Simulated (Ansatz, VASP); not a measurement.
**One calculation of SnO2, two programs**

The input INCAR:

```
SYSTEM = SnO2
  PREC = Accurate
  ENCUT = 520
  EDIFF = 1E-6
  ISMEAR = -1
  SIGMA = 0.08
  LREAL = .FALSE.
  LASPH = .TRUE.
  NELM = 60
  ALGO = Normal
  ISIF = 2
  LWAVE = .FALSE.
  LCHARG = .FALSE.
  GGA = CA
  NBANDS = 35
```

The input KPOINTS:

```
regular mesh
0
G
  8 8 11
  0 0 0
```

Contents of POSCAR:

```
SnO2
1.0
    4.6046074570      0.0000000000      0.0000000000
    0.0000000000      4.6046074570      0.0000000000
    0.0000000000      0.0000000000      3.1538893754
Sn O
2 4
Direct
    0.0000000000      0.0000000000      0.0000000000
    0.5000000000      0.5000000000      0.5000000000
    0.3054188603      0.3054188603      0.0000000000
    0.6945811397      0.6945811397      0.0000000000
    0.8054188603      0.1945811397      0.5000000000
    0.1945811397      0.8054188603      0.5000000000
```

Input for Ansatz:

```yaml
crystal:
  lattice:
    - [4.604607457, 0.0, 0.0]
    - [0.0, 4.604607457, 0.0]
    - [0.0, 0.0, 3.1538893754]
  atoms:
    - { symbol: Sn, position: [0.0, 0.0, 0.0] }
    - { symbol: Sn, position: [0.5, 0.5, 0.5] }
    - { symbol: O, position: [0.3054188603, 0.3054188603, 0.0] }
    - { symbol: O, position: [0.6945811397, 0.6945811397, 0.0] }
    - { symbol: O, position: [0.8054188603, 0.1945811397, 0.5] }
    - { symbol: O, position: [0.1945811397, 0.8054188603, 0.5] }
kpoints:
  mp_grid: { grid: [8, 8, 11] }
scf:
  occupations: { method: fermi_dirac, width: 0.08 }
hamiltonian:
  xc: lda
  pseudopotentials: { kind: paw }
output:
  forces: true
  stress: true
  eigenvalues: true
  populations: true
  write_density: true
  write_potential: true
  elf: true
  volumetric_format: npy
```

Change from the starting cell: volume scaled by 0.94, PAW files.

Alike in both runs: task single point; functional LDA; k mesh 8 × 8 × 11; occupations fermi-dirac, width 0.08 eV; no spin polarisation.

|  | VASP | Ansatz |
| --- | --- | --- |
| version | VASP 6.6.1 | Ansatz 0.2.0 |
| potentials or method | VASP PAW LDA potentials, release 64 (Sn_d, O) | PAW with Ansatz's default frozen-core files, scalar-relativistic |
| plane-wave cutoff (eV) | 520 | 420 |
| valence electrons in the cell | 52 | 52 |

|  | VASP | Ansatz | Ansatz less VASP |
| --- | --- | --- | --- |
| pressure (GPa) | 16.2 | 14.8 | -1.36 |
| traceless stress, the component that is largest in VASP (GPa) | 0.32 | 0.01 | -0.318 |
| rms of the force components (eV/Å) | 0.008 | 0.000 | -0.0082 |

LDA's correlation is that of Perdew and Zunger in VASP and of Perdew and Wang (1992) in Ansatz. Atom by atom the forces differ by 0.008 eV/Å (rms over components).
